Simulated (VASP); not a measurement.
Set up this calculation in VASP 6.6.1, as the native input.

```yaml
Task: single point
Functional: PBE
Potentials_or_basis: VASP PAW PBE potentials, release 64 (Mn_pv, O)
Cutoff: 520 eV
k_mesh: 9 × 9 × 5
Occupations: fermi-dirac, width 0.05 eV
Spin: collinear spin, ferrimagnetic start
Starting_moments: "[4.0, -2.0, 0.0, 0.0] μB"
Dipole_correction: no
Further_INCAR_settings: ALGO = Normal; EDIFF = 1e-06; NBANDS = 31
```

The structure of MnO lies in POSCAR:

```
MnO
1.0
    3.3717000000      0.0000000000      0.0000000000
   -1.6858500000      2.9199778539      0.0000000000
    0.0000000000      0.0000000000      5.3855000000
Mn O
2 2
Direct
    0.6666666667      0.3333333333      0.5109600000
    0.3333333333      0.6666666667      0.0109600000
    0.6666666667      0.3333333333      0.8754700000
    0.3333333333      0.6666666667      0.3754700000
```

These files were run (other wordings do the same):

INCAR

```
SYSTEM = MnO
PREC = Accurate
ENCUT = 520
EDIFF = 1E-6
ISMEAR = -1
SIGMA = 0.05
LREAL = .False.
LASPH = .True.
NELM = 150
ALGO = Normal
ISIF = 2
LWAVE = .False.
LCHARG = .False.
ISPIN = 2
MAGMOM = 4 -2 0 0
LORBIT = 11
LMAXMIX = 4
GGA = PE
NBANDS = 31
```

KPOINTS

```
regular mesh
0
Gamma
  9 9 5
  0 0 0
```

Potentials or basis: VASP PAW PBE potentials, release 64 (Mn_pv, O).

Command:

```sh
$ cat potpaw_PBE.64/Mn_pv/POTCAR potpaw_PBE.64/O/POTCAR > POTCAR
$ mpirun -np 1 vasp_std > vasp.out
```

Results of the run:

| Quantity | Value |
| --- | --- |
| Pressure | 0.0 GPa |
| Largest force | 0.108 eV/Å |
| Band gap on the k mesh | zero (filled and empty bands overlap) |
| Net moment | 0.00 μB per cell |
| Site moments | Mn +4.23, -4.23; O -0.07, +0.08 μB |
| Valence electrons inside the program's atomic spheres | Mn 11.44; O 5.00 |

Caveat: semilocal functionals often make such compounds metallic where correlation or magnetic order opens a gap, which also shifts bond lengths.

It took 3.4 min on 1 thread of AMD EPYC 9R14 (Zen 4), with other jobs on the host, peak memory 0.24 GiB.
